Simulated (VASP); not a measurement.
A run of VASP 6.6.1 is set up as follows.

File POSCAR:

```
Cu
1.0
   -1.3706536540      1.3706536540      1.4104834862
    1.3706536540     -1.3706536540      1.4104834862
    1.3706536540      1.3706536540     -1.4104834862
Cu
1
Direct
    0.0000000000      0.0000000000      0.0000000000
```

The input INCAR.step1:

```
SYSTEM = Cu
  ALGO = Normal
  EDIFF = 1E-4
  ENCUT = 520
  GGA = PE
  ISMEAR = 0
  LASPH = .True.
  LCHARG = .False.
  LREAL = .False.
  LWAVE = .True.
  NBANDS = 12
  NELM = 80
  PREC = Accurate
  SIGMA = 0.15
```

The input INCAR.step2:

```
SYSTEM = Cu
  ALGO = Normal
  EDIFF = 1E-7
  ENCUT = 520
  ISIF = 2
  ISMEAR = 0
  ISTART = 1
  LASPH = .True.
  LCHARG = .False.
  LMIXTAU = .True.
  LREAL = .False.
  LWAVE = .False.
  METAGGA = R2SCAN
  NBANDS = 12
  NELM = 80
  PREC = Accurate
  SIGMA = 0.15
```

The input KPOINTS:

```
k-points
0
Gamma
  24 24 24
  0 0 0
```

Potentials or basis: VASP PAW PBE potentials, release 64 (Cu).

Launch:

```console
$ cat potpaw_PBE.64/Cu/POTCAR > POTCAR
$ cp INCAR.step1 INCAR
$ mpirun -np 1 vasp_std > vasp.out
$ cp INCAR.step2 INCAR
$ mpirun -np 1 vasp_std > vasp.out
```

**Question.** Predict the pressure.

**Answer.** 16.3 GPa.

Stress tensor (GPa, compression positive):
```
16.24  0.00  0.00
 0.00 16.24  0.00
 0.00  0.00 16.43
```

Caveat: the cell differs from its parent crystal (strain -0.050 along x and y, +0.025 along z); the PAW data sets were made with another functional, which shifts forces and pressure a little.
